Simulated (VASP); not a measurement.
# TiO2 (P1) in VASP: single point with PBE

Aim: the single point of TiO2 with PBE.

All numbers are computed with VASP 6.6.1; they aren't measurements. Logs are shortened: lines on timing, memory, paths and dates and some standing lists are left out, and cuts for length are marked.

### Step 1. The cell of the first run

The typed cell holds 36 atoms: a = 8.233 Å, b = 8.233 Å, c = 10.756 Å, α = 70.94°, β = 70.94°, γ = 68.90°.

### Step 2. Single point, PBE

Input file INCAR:

```
SYSTEM = TiO2
ALGO = Normal ; EDIFF = 1E-6
ENCUT = 520 ; GGA = PE
ISIF = 2 ; ISMEAR = -1
LASPH = .TRUE. ; LCHARG = .FALSE.
LREAL = Auto ; LWAVE = .FALSE.
NBANDS = 168 ; NELM = 60
PREC = Accurate ; SIGMA = 0.24
```

Input file KPOINTS:

```
k-points
0
G
  2 2 1
  0 0 0
```

Input file POSCAR:

```
TiO2
1.0
   -2.6888770000      4.6572710000      6.2335590000
    5.3777530000      0.0000000000      6.2335590000
    5.3777530000      9.3145420000      0.0000000000
Ti O
12 24
Direct
    0.8991329079      0.4462943191      0.0484397819
    0.5891830324      0.0872523715      0.9789439942
   -0.0111410986      0.0450222250      0.2709727559
    0.9078201639      0.4621195447      0.5618242397
    0.5354544554      0.1653330080      0.4521686083
    0.0010395883      0.0579636232      0.7698347761
    0.4372296662      0.9099782450      0.3010027713
    0.0300395642      0.6434440750      0.2132469432
    0.4853682487      0.5331991540      0.5559166013
    0.4375268449      0.9139482915      0.7876091936
    0.0512963994      0.6631911029      0.7111244725
    0.4771768808      0.5007235449      0.0211988900
    0.0073327955      0.2462783439      0.1428464421
    0.9252774309      0.6116294950      0.1005559108
    0.2667155188      0.5952800122      0.1324524114
    0.4545010726      0.3001560984      0.9952357652
    0.5541342292      0.9016152070      0.1324967695
    0.2049695255      0.9263585007      0.3234084266
    0.0306958682      0.2525772989      0.6534772213
    0.9775654034      0.6319966461      0.5888762964
    0.2858356048      0.6208534953      0.6804291749
    0.4458614364      0.4040703602      0.4634046915
    0.4716713123      1.0176704907      0.6055476346
    0.1987283103      0.9580747295      0.8430224914
    0.5335433039      0.7239084986      0.4315987027
    0.4746829634      0.1048254683      0.3239528900
    0.7887430658      0.0979253687      0.4179282023
    0.9458176118      0.8739614262      0.2188160261
   -0.0437598770      0.5074115405      0.3799544418
    0.6897871092      0.4212314919      0.6206074867
    0.5179340689      0.6642798156      0.8508996665
    0.5046255357      0.0295155545      0.8732176125
    0.8160940036      0.1086265293      0.9107725387
    0.9423962447      0.8988151724      0.7157416113
   -0.0087396923      0.5039944897      0.8637142991
    0.6577067205      0.4606912926      0.0995412940
```

Potentials or basis: VASP PAW PBE potentials, release 64 (Ti_sv, O).

Command:

```
$ cat potpaw_PBE.64/Ti_sv/POTCAR potpaw_PBE.64/O/POTCAR > POTCAR
$ mpirun -np 1 vasp_std > vasp.out
```

OUTCAR:

```text
SYSTEM = TiO2
   EDIFF = 1E-6
   ENCUT = 520
   GGA = PE
   ISIF = 2
   ISMEAR = -1
   LASPH = .TRUE.
   LREAL = Auto
   NELM = 60
   PREC = Accurate

 ion  position               nearest neighbor table
   1  0.899  0.446  0.048-  13 1.73  14 1.73  35 1.85  36 1.85
   2  0.589  0.087  0.979-  16 1.73  32 1.76  33 1.82  17 1.87
   3  0.989  0.045  0.271-  13 1.79  28 1.85  18 1.87  27 1.91
   4  0.908  0.462  0.562-  29 1.80  19 1.80  30 1.81  20 1.82
   5  0.535  0.165  0.452-  23 1.75  22 1.86  26 1.87  27 1.89
   6  0.001  0.058  0.770-  19 1.72  33 1.80  24 1.84  34 1.85
   7  0.437  0.910  0.301-  17 1.76  18 1.81  26 1.84  25 1.84
   8  0.030  0.643  0.213-  28 1.78  15 1.81  29 1.82  14 1.83
   9  0.485  0.533  0.556-  25 1.77  21 1.83  22 1.84  30 1.84
  10  0.438  0.914  0.788-  24 1.79  32 1.83  23 1.83  31 1.88
  11  0.051  0.663  0.711-  20 1.74  21 1.77  35 1.79  34 1.83
  12  0.477  0.501  0.021-  36 1.82  15 1.82  16 1.84  31 1.90
  13  0.007  0.246  0.143-   1 1.73   3 1.79
  14  0.925  0.612  0.101-   1 1.73   8 1.83
  15  0.267  0.595  0.132-   8 1.81  12 1.82
  16  0.455  0.300  0.995-   2 1.73  12 1.84
  17  0.554  0.902  0.132-   7 1.76   2 1.87
  18  0.205  0.926  0.323-   7 1.81   3 1.87
[... 16 lines left out ...]
  35  0.991  0.504  0.864-  11 1.79   1 1.85
  36  0.658  0.461  0.100-  12 1.82   1 1.85

  LATTYP: Found a base centered monoclinic cell.
 ALAT       =    13.5775277034
 B/A-ratio  =     0.6860263670
 C/A-ratio  =     0.7921550029
 COS(beta)  =    -0.3960774830

  Lattice vectors:

 A1 = (   2.6888770000,  -4.6572710000,  -6.2335590000)
 A2 = (  -5.3777530000,   0.0000000000,  -6.2335590000)
 A3 = (   5.3777530000,   9.3145420000,   0.0000000000)

Analysis of symmetry for initial positions (statically):
=====================================================================
 Subroutine PRICEL returns:
 Original cell was already a primitive cell.

 Routine SETGRP: Setting up the symmetry group for a
 base centered monoclinic supercell.

 Subroutine GETGRP returns: Found  1 space group operations
 (whereof  1 operations were pure point group operations)
 out of a pool of  4 trial point group operations.

The static configuration has the point symmetry C_1 .

Analysis of symmetry for dynamics (positions and initial velocities):
=====================================================================
 Subroutine PRICEL returns:
 Original cell was already a primitive cell.

 Routine SETGRP: Setting up the symmetry group for a
 base centered monoclinic supercell.

 Subroutine GETGRP returns: Found  1 space group operations
 (whereof  1 operations were pure point group operations)
 out of a pool of  4 trial point group operations.

The dynamic configuration has the point symmetry C_1 .

 Subroutine INISYM returns: Found  1 space group operations
 (whereof  1 operations are pure point group operations),
 and found     1 'primitive' translations

----------------------------------------------------------------------------------------

                                     Primitive cell

  volume of cell :     624.4943

  direct lattice vectors                    reciprocal lattice vectors
    -2.688877000  4.657271000  6.233559000    -0.092975631  0.053679502  0.080210996
     5.377753000  0.000000000  6.233559000     0.092975631 -0.053679502  0.080211004
     5.377753000  9.314542000  0.000000000     0.046487815  0.080519258 -0.040105498

  length of vectors
     8.232708576  8.232708250 10.755506497     0.134014032  0.134014036  0.101256698

  position of ions in fractional coordinates (direct lattice)
     0.899132908  0.446294319  0.048439782
     0.589183032  0.087252371  0.978943994
     0.988858901  0.045022225  0.270972756
     0.907820164  0.462119545  0.561824240
     0.535454455  0.165333008  0.452168608
     0.001039588  0.057963623  0.769834776
[... 28 lines left out ...]
     0.991260308  0.503994490  0.863714299
     0.657706721  0.460691293  0.099541294

  ion indices of the primitive-cell ions
   primitive index   ion index
                 1           1
                 2           2
                 3           3
                 4           4
                 5           5
                 6           6
[... 28 lines left out ...]
                35          35
                36          36

----------------------------------------------------------------------------------------

 KPOINTS: k-points

Automatic generation of k-mesh.
 Grid dimensions read from file:
 generate k-points for:    2    2    1

 Generating k-lattice:

  Cartesian coordinates                     Fractional coordinates (reciprocal lattice)
    -0.046487815  0.026839751  0.040105498     0.500000000  0.000000000  0.000000000
     0.046487815 -0.026839751  0.040105502     0.000000000  0.500000000 -0.000000000
     0.046487815  0.080519258 -0.040105498    -0.000000000  0.000000000  1.000000000

  Length of vectors
     0.067007016  0.067007018  0.101256698

  Shift w.r.t. Gamma in fractional coordinates (k-lattice)
     0.000000000  0.000000000  0.000000000

 -----------------------------------------------------------------------------
|                                                                             |
|           W    W    AA    RRRRR   N    N  II  N    N   GGGG   !!!           |
|           W    W   A  A   R    R  NN   N  II  NN   N  G    G  !!!           |
|           W    W  A    A  R    R  N N  N  II  N N  N  G       !!!           |
|           W WW W  AAAAAA  RRRRR   N  N N  II  N  N N  G  GGG   !            |
|           WW  WW  A    A  R   R   N   NN  II  N   NN  G    G                |
|           W    W  A    A  R    R  N    N  II  N    N   GGGG   !!!           |
|                                                                             |
|     Your reciprocal lattice and k-lattice belong to different lattice       |
|     classes:                                                                |
|                                                                             |
|        The reciprocal lattice is base-centered monoclinic,                  |
|        whereas your k-lattice is face-centered orthorhombic.                |
|                                                                             |
|     Results are often still useful ...                                      |
|                                                                             |
 -----------------------------------------------------------------------------

 Subroutine IBZKPT returns following result:
 ===========================================

 Found      4 irreducible k-points:

 Following reciprocal coordinates:
            Coordinates               Weight
  0.000000  0.000000  0.000000      1.000000
  0.500000 -0.000000  0.000000      1.000000
 -0.000000  0.500000  0.000000      1.000000
  0.500000  0.500000  0.000000      1.000000
   k-points           NKPTS =      4   k-points in BZ     NKDIM =      4   number of bands    NBANDS=    168
   number of dos      NEDOS =    301   number of ions     NIONS =     36
   total plane-waves  NPLWV = 327680
   dimension x,y,z NGX =    64 NGY =   64 NGZ =   80
   dimension x,y,z NGXF=   128 NGYF=  128 NGZF=  160
   ions per type =              12  24
   NGX,Y,Z   is equivalent  to a cutoff of  12.92, 12.92, 12.37 a.u.
   NGXF,Y,Z  is equivalent  to a cutoff of  25.85, 25.85, 24.73 a.u.
 SYSTEM =  TiO2
   PREC   = accura    normal or accurate (medium, high low for compatibility)
   ISTART =      0    job   : 0-new  1-cont  2-samecut
   ICHARG =      2    charge: 1-file 2-atom 10-const
   ISPIN  =      1    spin polarized calculation?
   LNONCOLLINEAR =      F non collinear calculations
   LSORBIT =      F    spin-orbit coupling
   LASPH  =      T    aspherical Exc in radial PAW
   ENCUT  =  520.0 eV  38.22 Ry    6.18 a.u.  15.31 15.31 20.00*2*pi/ulx,y,z
   NELM   =     60;   NELMIN=  2; NELMDL= -5     # of ELM steps
   EDIFF  = 0.1E-05   stopping-criterion for ELM
   LREAL  =      T    real-space projection
   EDIFFG = 0.1E-04   stopping-criterion for IOM
   NSW    =      0    number of steps for IOM
   IBRION =     -1    ionic relax: 0-MD 1-quasi-New 2-CG
   NFREE  =      0    steps in history (QN), initial steepest desc. (CG)
   ISIF   =      2    stress and relaxation
   ISYM   =      2    0-nonsym 1-usesym 2-fastsym
   POTIM  = 0.5000    time-step for ionic-motion
   TEBEG  =    0.0;   TEEND  =   0.0 temperature during run
   PSTRESS=    0.0 pullay stress
   NELECT =     288.0000    total number of electrons
   NUPDOWN=      -1.0000    fix difference up-down
   EMIN   =  10.00;   EMAX   =-10.00  energy-range for DOS
   EFERMI =   0.00;   METHOD = LEGACY
   ISMEAR =    -1;   SIGMA  =   0.24  broadening in eV -4-tet -1-fermi 0-gaus
   EFERMI_NEDOS =   21; number of points for ismear=-14 and -15
   IALGO  =     38    algorithm
   IMIX   =      4    mixing-type and parameters
     AMIX     =   0.40;   BMIX     =  1.00
     AMIX_MAG =   1.60;   BMIX_MAG =  1.00
  volume/ion in A,a.u.               =      17.35       117.06
  Fermi-wavevector in a.u.,A,eV,Ry     =   1.264822  2.390168 21.766266  1.599775
  Thomas-Fermi vector in A             =   2.398108
   LORBIT       =      0    0 simple, 1 ext, 2 COOP (PROOUT), +10 PAW based schemes
   GGA     = PE    functional components
   LHFCALC =     F    Hartree Fock is set to
   AEXX    =    0.0000 exact exchange contribution
   IVDW    =     0    specifies the selected vdW correction
   LEPSILON=     F    determine dielectric tensor
   LRPA    =     F    only Hartree local field effects (RPA)
 non-spin polarized calculation
  energy-cutoff  :      520.00
  volume of cell :      624.49
 maximum number of plane-waves:     16872
 NGX is ok and might be reduce to    64
   NGX = 31   NGY = 31   NGZ = 39

 number of electron     287.9999977 magnetization

 Free energy of the ion-electron system (eV)
  ---------------------------------------------------
  ext. energy  EPLUGINS =         0.00000000
  ---------------------------------------------------
  free energy    TOTEN  =      -319.12870976 eV

  energy without entropy =     -319.10266561  energy(sigma->0) =     -319.11568769

 E-fermi :   1.2290     XC(G=0):  -8.2825

 val. band max:       -0.5210708942   @ k =   0.5000   0.5000   0.0000
 cond. band min:       2.8114976849   @ k =   0.5000   0.5000   0.0000
 fundamental gap:      3.3325685791
 Fermi energy:         1.2289891747

 k-point     1 :       0.0000    0.0000    0.0000
  band No.  band energies     occupation
      1     -56.3618      2.00000
      2     -56.1799      2.00000
      3     -56.1371      2.00000
      4     -56.0966      2.00000
      5     -56.0547      2.00000
      6     -56.0317      2.00000
[... 625 lines left out ...]
    155       3.5595      0.00012
    156       3.6301      0.00009
 [bands above 156 left out]

------------------------ aborting loop because EDIFF is reached ----------------------------------------

  FORCE on cell =-STRESS in cart. coord.  units (eV):
  Direction    XX          YY          ZZ          XY          YZ          ZX
  --------------------------------------------------------------------------------------
  -------------------------------------------------------------------------------------
  Total       13.4103929     13.9204098      8.5666070     -0.6830811     -3.6009821      3.0212560
  in kB       34.4051644     35.7136433     21.9781423     -1.7524854     -9.2385348      7.7512128
  external PRESSURE =      30.6989833 kB  Pullay stress =       0.0000000 kB

 VOLUME and BASIS-vectors are now :
 -----------------------------------------------------------------------------
  energy-cutoff  :      520.00
  volume of cell :      624.49
      direct lattice vectors                 reciprocal lattice vectors
    -2.688877000  4.657271000  6.233559000    -0.092975631  0.053679502  0.080210996
     5.377753000  0.000000000  6.233559000     0.092975631 -0.053679502  0.080211004
     5.377753000  9.314542000  0.000000000     0.046487815  0.080519258 -0.040105498

 POSITION                                       TOTAL-FORCE (eV/Angst)
 -----------------------------------------------------------------------------------
      0.24290      4.63870      8.38680         0.579193     -3.140846      0.071299
      4.14950     11.86240      4.21660        -1.429443      1.202653     -0.709470
     -0.95958      7.12937      6.44476         0.502240      1.759899     -1.945580
      3.06550      9.46110      8.53960        -0.019495     -0.462270     -0.082556
      1.88100      6.70550      4.36840        -1.385946     -0.828658      1.754653
      4.44890      7.17550      0.36780        -0.760845      1.651740     -2.491171
[... 28 lines left out ...]
      4.68982     12.66167      9.32076         0.181469      0.774812     -1.134934
      1.24430      3.99030      6.97160        -0.278515     -0.481706     -0.334309
 -----------------------------------------------------------------------------------
    total drift:                                0.015183      0.020820      0.010635

  FREE ENERGIE OF THE ION-ELECTRON SYSTEM (eV)
  ---------------------------------------------------
  free  energy   TOTEN  =      -319.1287097586 eV

  energy  without entropy=     -319.1026656143  energy(sigma->0) =     -319.11568769
```

It took 22 min on 1 thread of Intel Xeon 8259CL, shared host; peak memory 0.79 GiB.

Results:

* Free energy: -319.1287 eV
* Pressure: 3.1 GPa
* Largest force: 3.195 eV/Å
* Band gap on the k mesh: 3.33 eV

Forces in eV/Å, atoms in the order of the input:
```
Ti   0.579 -3.141  0.071
Ti  -1.429  1.203 -0.709
Ti   0.502  1.760 -1.946
Ti  -0.019 -0.462 -0.083
Ti  -1.386 -0.829  1.755
Ti  -0.761  1.652 -2.491
Ti   0.603  0.947  0.613
Ti  -0.132 -0.418 -0.191
Ti  -0.292  0.072 -0.141
Ti  -0.132  0.763 -0.967
Ti   1.713  0.783  0.345
Ti   0.368 -0.820  1.028
O   -1.690  1.758 -0.618
O    1.251  0.627  1.212
O   -0.435  0.274  0.235
O    1.956 -0.189  0.606
O   -0.376 -0.383  0.563
O    1.008 -0.981 -0.506
O   -0.355 -1.232  2.055
O   -0.561 -1.957 -0.853
O   -1.161  0.438  0.889
O   -0.359  0.499 -0.503
O    0.076  0.906 -0.852
O   -0.085 -0.009  0.019
O   -0.082 -0.458  0.404
O    0.628  0.288  0.129
O   -0.646 -1.149  0.383
O    0.836 -0.026  0.928
O   -0.636  0.234  0.039
O    0.635 -0.188 -0.189
O    0.667  0.536 -0.050
O   -0.760 -1.301 -0.425
O    0.294  0.144  0.055
O    0.277  0.366  0.665
O    0.181  0.775 -1.135
O   -0.279 -0.482 -0.334
```

Stress tensor (GPa, compression positive):
```
 3.44 -0.18  0.78
-0.18  3.57 -0.92
 0.78 -0.92  2.20
```

Caveat: the k points lie up to 0.64 Å⁻¹ apart; the atoms stand as in a frame of molecular dynamics; forces of over 1 eV/Å act on the atoms, so gaps and moduli don't describe the material at rest.
